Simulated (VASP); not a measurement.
# Si (Fd-3m) in VASP: vibrations by perturbation theory with LDA

Aim: the vibrations by perturbation theory of Si with LDA.

All numbers are computed with VASP 6.6.1; they aren't measurements. Logs are shortened: lines on timing, memory, paths and dates and some standing lists are left out, and cuts for length are marked.

### Step 1. The cell of the first run

The structure is cubic, space group Fd-3m (No. 227). Conventional cell: a = 5.402 Å, b = 5.402 Å, c = 5.402 Å, α = 90.00°, β = 90.00°, γ = 90.00°. Within 3.1 Å of Si (site symmetry -43m) lie 4 Si at 2.34 Å.

### Step 2. Vibrations by perturbation theory, LDA

INCAR

```
SYSTEM = Si
  ALGO = Normal
  EDIFF = 1E-8
  ENCUT = 520
  IBRION = 8
  ISIF = 2
  ISMEAR = 0
  LASPH = .TRUE.
  LCHARG = .TRUE.
  LEPSILON = .TRUE.
  LREAL = .FALSE.
  LWAVE = .FALSE.
  NELM = 60
  NSW = 1
  PREC = Accurate
  SIGMA = 0.01
```

KPOINTS

```
k-points
0
G
  12 12 12
  0 0 0
```

POSCAR

```
Si
1.0
    0.0000000000      2.7009711365      2.7009711365
    2.7009711365      0.0000000000      2.7009711365
    2.7009711365      2.7009711365      0.0000000000
Si
2
Direct
    0.7500000000      0.7500000000      0.7500000000
    0.5000000000      0.5000000000      0.5000000000
```

Potentials or basis: VASP PAW LDA potentials, release 64 (Si).

Started as:

```
$ cat potpaw_LDA.64/Si/POTCAR > POTCAR
$ mpirun -np 1 vasp_std > vasp.out
```

OUTCAR:

```text
SYSTEM = Si
   EDIFF = 1E-8
   ENCUT = 520
   IBRION = 8
   ISIF = 2
   ISMEAR = 0
   LASPH = .TRUE.
   LEPSILON = .TRUE.
   LREAL = .FALSE.
   NELM = 60
   NSW = 1
   PREC = Accurate

 ion  position               nearest neighbor table
   1  0.750  0.750  0.750-   2 2.34   2 2.34   2 2.34   2 2.34
   2  0.500  0.500  0.500-   1 2.34   1 2.34   1 2.34   1 2.34

  LATTYP: Found a face centered cubic cell.
 ALAT       =     5.4019422730

  Lattice vectors:

 A1 = (   0.0000000000,   2.7009711365,   2.7009711365)
 A2 = (   2.7009711365,   0.0000000000,   2.7009711365)
 A3 = (   2.7009711365,   2.7009711365,   0.0000000000)

Analysis of symmetry for initial positions (statically):
=====================================================================
 Subroutine PRICEL returns:
 Original cell was already a primitive cell.

 Routine SETGRP: Setting up the symmetry group for a
 face centered cubic supercell.

 Subroutine GETGRP returns: Found 48 space group operations
 (whereof 24 operations were pure point group operations)
 out of a pool of 48 trial point group operations.

The static configuration has the point symmetry T_d .
 The point group associated with its full space group is O_h .

Analysis of symmetry for dynamics (positions and initial velocities):
=====================================================================
 Subroutine PRICEL returns:
 Original cell was already a primitive cell.

 Routine SETGRP: Setting up the symmetry group for a
 face centered cubic supercell.

 Subroutine GETGRP returns: Found 48 space group operations
 (whereof 24 operations were pure point group operations)
 out of a pool of 48 trial point group operations.

The dynamic configuration has the point symmetry T_d .
 The point group associated with its full space group is O_h .

 Subroutine INISYM returns: Found 48 space group operations
 (whereof 24 operations are pure point group operations),
 and found     1 'primitive' translations

----------------------------------------------------------------------------------------

                                     Primitive cell

  volume of cell :      39.4085

  direct lattice vectors                    reciprocal lattice vectors
     0.000000000  2.700971137  2.700971137    -0.185118602  0.185118602  0.185118602
     2.700971137  0.000000000  2.700971137     0.185118602 -0.185118602  0.185118602
     2.700971137  2.700971137  0.000000000     0.185118602  0.185118602 -0.185118602

  length of vectors
     3.819750013  3.819750013  3.819750013     0.320634824  0.320634824  0.320634824

  position of ions in fractional coordinates (direct lattice)
     0.750000000  0.750000000  0.750000000
     0.500000000  0.500000000  0.500000000

  ion indices of the primitive-cell ions
   primitive index   ion index
                 1           1
                 2           2

----------------------------------------------------------------------------------------

 KPOINTS: k-points

Automatic generation of k-mesh.
 Grid dimensions read from file:
 generate k-points for:   12   12   12

 Generating k-lattice:

  Cartesian coordinates                     Fractional coordinates (reciprocal lattice)
    -0.015426550  0.015426550  0.015426550     0.083333333  0.000000000  0.000000000
     0.015426550 -0.015426550  0.015426550     0.000000000  0.083333333  0.000000000
     0.015426550  0.015426550 -0.015426550     0.000000000  0.000000000  0.083333333

  Length of vectors
     0.026719569  0.026719569  0.026719569
[... 372 lines left out ...]
  -------------------------------------------------------------------------------------
  Total        0.0115950      0.0115950      0.0115950     -0.0000000      0.0000000     -0.0000000
  in kB        0.4714033      0.4714033      0.4714033     -0.0000000      0.0000000     -0.0000000
  external PRESSURE =       0.4714033 kB  Pullay stress =       0.0000000 kB

 VOLUME and BASIS-vectors are now :
 -----------------------------------------------------------------------------
  energy-cutoff  :      520.00
  volume of cell :       39.41
      direct lattice vectors                 reciprocal lattice vectors
     0.000000000  2.700971137  2.700971137    -0.185118602  0.185118602  0.185118602
     2.700971137  0.000000000  2.700971137     0.185118602 -0.185118602  0.185118602
     2.700971137  2.700971137  0.000000000     0.185118602  0.185118602 -0.185118602

 POSITION                                       TOTAL-FORCE (eV/Angst)
 -----------------------------------------------------------------------------------
      4.05146      4.05146      4.05146        -0.000000     -0.000000     -0.000000
      2.70097      2.70097      2.70097         0.000000      0.000000      0.000000
 -----------------------------------------------------------------------------------
    total drift:                                0.000000      0.000000     -0.000000

  FREE ENERGIE OF THE ION-ELECTRON SYSTEM (eV)
  ---------------------------------------------------
  free  energy   TOTEN  =       -11.9197444250 eV

  energy  without entropy=      -11.9197444250  energy(sigma->0) =      -11.91974442

 HEAD OF MICROSCOPIC STATIC DIELECTRIC TENSOR (INDEPENDENT PARTICLE, excluding Hartree and local field effects)
 ------------------------------------------------------
          14.227344     0.000000    -0.000000
           0.000000    14.227344     0.000000
          -0.000000     0.000000    14.227344
 ------------------------------------------------------

 Free energy of the ion-electron system (eV)
  ---------------------------------------------------
  ---------------------------------------------------
  free energy    TOTEN  =        -1.43474110 eV

  energy without entropy =       -1.43474110

------------------------ aborting loop because EDIFF is reached ----------------------------------------

--------------------------------------- Ionic step        2  -------------------------------------------

------------------------ aborting loop because EDIFF is reached ----------------------------------------

--------------------------------------- Ionic step        3  -------------------------------------------

------------------------ aborting loop because EDIFF is reached ----------------------------------------

 PIEZOELECTRIC TENSOR FIELD DIRECTION 3  (e Angst)
 -----------------------------------------------------------------------------
     0.00120 -0.00000  0.00000           (  0.00000  0.00000  0.00000)
     0.00000  0.00120  0.00000           (  0.00000  0.00000  0.00000)
     0.00000  0.00000 -0.00714           (  0.00000  0.00000  0.00000)

 PIEZOELECTRIC TENSOR FIELD DIRECTION 3  (C/m^2)
 -----------------------------------------------------------------------------
     0.00049 -0.00000  0.00000
     0.00000  0.00049  0.00000
     0.00000  0.00000 -0.00290

--------------------------------------- Ionic step        4  -------------------------------------------

 Free energy of the ion-electron system (eV)
  ---------------------------------------------------
  ---------------------------------------------------
  free energy    TOTEN  =        -0.01772544 eV

  energy without entropy =       -0.01772544

------------------------ aborting loop because EDIFF is reached ----------------------------------------

 INTERNAL STRAIN TENSOR  FOR ION    1  DIRECTION 1   (eV/Angst):
 -----------------------------------------------------------------------------
     0.00351  0.00000  0.00000
     0.00000 -0.00104 -9.67246
     0.00000 -9.67246 -0.00104

 MACROSCOPIC STATIC DIELECTRIC TENSOR (including local field effects in DFT)
 ------------------------------------------------------
          13.432352     0.000000     0.000000
          -0.000000    13.432352    -0.000000
          -0.000000     0.000000    13.432352
 ------------------------------------------------------

 PIEZOELECTRIC TENSOR (including local field effects)  for field in x, y, z        (e  Angst)
          XX          YY          ZZ          XY          YZ          ZX
  --------------------------------------------------------------------------------
  x     0.00000    -0.00000    -0.00000     0.00000    -0.00000     0.00000
  y     0.00000     0.00000     0.00000     0.00000    -0.00000     0.00000
  z     0.00000     0.00000     0.00000     0.00000     0.00000     0.00000

 PIEZOELECTRIC TENSOR (including local field effects)  for field in x, y, z        (C/m^2)
          XX          YY          ZZ          XY          YZ          ZX
  --------------------------------------------------------------------------------
  x     0.00000    -0.00000    -0.00000     0.00000    -0.00000     0.00000
  y     0.00000     0.00000     0.00000     0.00000    -0.00000     0.00000
  z     0.00000     0.00000     0.00000     0.00000     0.00000     0.00000

 BORN EFFECTIVE CHARGES (including local field effects) (in |e|, cummulative output)
 ---------------------------------------------------------------------------------
 ion    1
    1     0.00000     0.00000    -0.00000
    2    -0.00000     0.00000     0.00000
    3    -0.00000    -0.00000     0.00000
 ion    2
    1    -0.00000    -0.00000     0.00000
    2     0.00000    -0.00000     0.00000
    3     0.00000     0.00000    -0.00000

 INTERNAL STRAIN TENSOR FOR ION    2 for displacements in x,y,z  (eV/Angst):
          X           Y           Z          XY          YZ          ZX
  --------------------------------------------------------------------------------
  x     0.00000     0.00000     0.00000     0.00000     9.67246     0.00000
  y     0.00000     0.00000     0.00000     0.00000     0.00000     9.67246
  z     0.00000     0.00000     0.00000     9.67246     0.00000     0.00000

 SECOND DERIVATIVES (NOT SYMMETRIZED)
 ------------------------------------
               1X          1Y          1Z          2X          2Y          2Z
  1X   -13.597511    0.000000    0.000000   13.597511    0.000000    0.000000
  1Y     0.000000  -13.597511    0.000000    0.000000   13.597511    0.000000
  1Z     0.000000    0.000000  -13.597511    0.000000    0.000000   13.597511
  2X    13.597511    0.000000    0.000000  -13.597511    0.000000    0.000000
  2Y     0.000000   13.597511    0.000000    0.000000  -13.597511    0.000000
  2Z     0.000000    0.000000   13.597511    0.000000    0.000000  -13.597511

 Eigenvectors and eigenvalues of the dynamical matrix
 ----------------------------------------------------

   1 f  =   15.383608 THz    96.658062 2PiTHz  513.141940 cm-1    63.621463 meV
             X         Y         Z           dx          dy          dz
      4.051457  4.051457  4.051457     0.000000   -0.707107    0.000000
      2.700971  2.700971  2.700971     0.000000    0.707107    0.000000
[... 21 lines left out ...]
   6 f  =    0.000000 THz     0.000000 2PiTHz    0.000000 cm-1     0.000000 meV
             X         Y         Z           dx          dy          dz
      4.051457  4.051457  4.051457     0.000000    0.000000    0.707107
      2.700971  2.700971  2.700971     0.000000    0.000000    0.707107

--------------------------------------------------------------------------------------------------------

 MACROSCOPIC STATIC DIELECTRIC TENSOR IONIC CONTRIBUTION
 ------------------------------------------------------
           0.000000    -0.000000    -0.000000
          -0.000000     0.000000    -0.000000
          -0.000000    -0.000000     0.000000
 ------------------------------------------------------

 ELASTIC MODULI CONTR FROM IONIC RELAXATION (kBar)
 Direction    XX          YY          ZZ          XY          YZ          ZX
 --------------------------------------------------------------------------------
 XX          -0.0000     -0.0000     -0.0000     -0.0000      0.0000     -0.0000
 YY          -0.0000     -0.0000     -0.0000     -0.0000     -0.0000      0.0000
 ZZ          -0.0000     -0.0000     -0.0000      0.0000     -0.0000     -0.0000
 XY          -0.0000     -0.0000      0.0000   -279.7274      0.0000      0.0000
 YZ           0.0000     -0.0000     -0.0000      0.0000   -279.7274      0.0000
 ZX          -0.0000      0.0000     -0.0000      0.0000      0.0000   -279.7274
 --------------------------------------------------------------------------------

 PIEZOELECTRIC TENSOR IONIC CONTR  for field in x, y, z        (C/m^2)
          XX          YY          ZZ          XY          YZ          ZX
  --------------------------------------------------------------------------------
  x    -0.00000    -0.00000    -0.00000     0.00000    -0.00000    -0.00000
  y    -0.00000     0.00000    -0.00000     0.00000     0.00000    -0.00000
  z    -0.00000    -0.00000     0.00000    -0.00000     0.00000     0.00000
```

Run time: 5.9 min. Hardware: 1 thread of Intel Xeon 8259CL, shared host; peak memory 0.3 GiB.

What came out:

| Property | Result |
| --- | --- |
| Electronic dielectric tensor (diagonal) | 13.43 |
| Born charges (mean of the diagonal) | Si +0.00 e |
| Highest phonon frequency at Γ | 513 cm⁻¹ |

Phonon frequencies in cm⁻¹ (negative: imaginary):
| q point | frequencies |
| --- | --- |
| (0.000, 0.000, 0.000) | 0 0 0 513 513 513 |

Electronic dielectric tensor:
```
13.43  0.00  0.00
 0.00 13.43  0.00
 0.00  0.00 13.43
```

Born effective charge tensors (e):
atom 1, Si
```
0.00 0.00 0.00
0.00 0.00 0.00
0.00 0.00 0.00
```
atom 2, Si
```
0.00 0.00 0.00
0.00 0.00 0.00
0.00 0.00 0.00
```
